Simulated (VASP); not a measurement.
# MgO: single point with PBE

The system is MgO.

```xyz
4
Lattice="3.6577 0.0000 0.0000 -1.8288 3.1677 0.0000 0.0000 0.0000 6.9117" Properties=species:S:1:pos:R:3 pbc="T T T"
Mg    0.0000    0.0000    3.4559
Mg    0.0000    0.0000    0.0000
O     0.0000    2.1118    0.0000
O     1.8288    1.0559    0.0000
```

The cell was generated, and may not be a known phase.

```yaml
Program: VASP 6.6.1
Task: single point
Functional: PBE
Potentials_or_basis: VASP PAW PBE potentials, release 64 (Mg, O)
Cutoff: 520 eV
k_mesh: 6 × 6 × 4
Occupations: gaussian, width 0.1 eV
Spin: collinear spin, ferromagnetic start
Starting_moments: "[0.0, 0.0, 1.0, 1.0] μB"
Dipole_correction: no
Further_INCAR_settings: ALGO = Normal; EDIFF = 1e-06; NBANDS = 20
```

```
Pressure                                              : -0.2 GPa
Band gap on the k mesh                                : zero (filled and empty bands overlap)
Net moment                                            : 0.00 μB per cell
Valence electrons inside the program's atomic spheres : Mg 0.30, 0.35; O 4.86
```

Stress tensor (GPa, compression positive):
```
-0.32  0.00  0.00
 0.00 -0.32  0.00
 0.00  0.00  0.14
```

Levels at points of the mesh, in eV from the Fermi level:
Spin up:
```tsv
k point	band 4	band 5	band 6	band 7	band 8	band 9	band 10	band 11	band 12	band 13
(0.00, 0.00, 0.00)	-4.02	-3.77	-3.54	-0.44	-0.44	0.10	1.96	4.15	9.61	9.61
(0.50, 0.00, 0.00)	-3.98	-2.33	-1.25	-0.18	0.01	0.41	0.93	3.35	6.01	6.36
(0.00, 0.00, 0.50)	-4.02	-4.02	-2.39	-0.44	-0.44	0.10	0.47	6.38	7.92	9.55
(0.50, 0.00, 0.50)	-3.97	-2.41	-1.41	-0.14	0.22	0.66	0.93	3.33	5.21	6.40
```
Spin down:
| k point | band 4 | band 5 | band 6 | band 7 | band 8 | band 9 | band 10 | band 11 | band 12 | band 13 |
| --- | --- | --- | --- | --- | --- | --- | --- | --- | --- | --- |
| (0.00, 0.00, 0.00) | -4.02 | -3.77 | -3.54 | -0.44 | -0.44 | 0.10 | 1.96 | 4.15 | 9.61 | 9.61 |
| (0.50, 0.00, 0.00) | -3.98 | -2.33 | -1.25 | -0.18 | 0.01 | 0.41 | 0.94 | 3.35 | 6.01 | 6.36 |
| (0.00, 0.00, 0.50) | -4.02 | -4.02 | -2.39 | -0.44 | -0.44 | 0.10 | 0.47 | 6.38 | 7.92 | 9.55 |
| (0.50, 0.00, 0.50) | -3.97 | -2.41 | -1.41 | -0.14 | 0.22 | 0.66 | 0.94 | 3.33 | 5.21 | 6.40 |

Wall time 44 s on 1 thread of AMD EPYC 9R45 96-Core Processor (Zen 5) (shared host), peak memory 0.22 GiB.
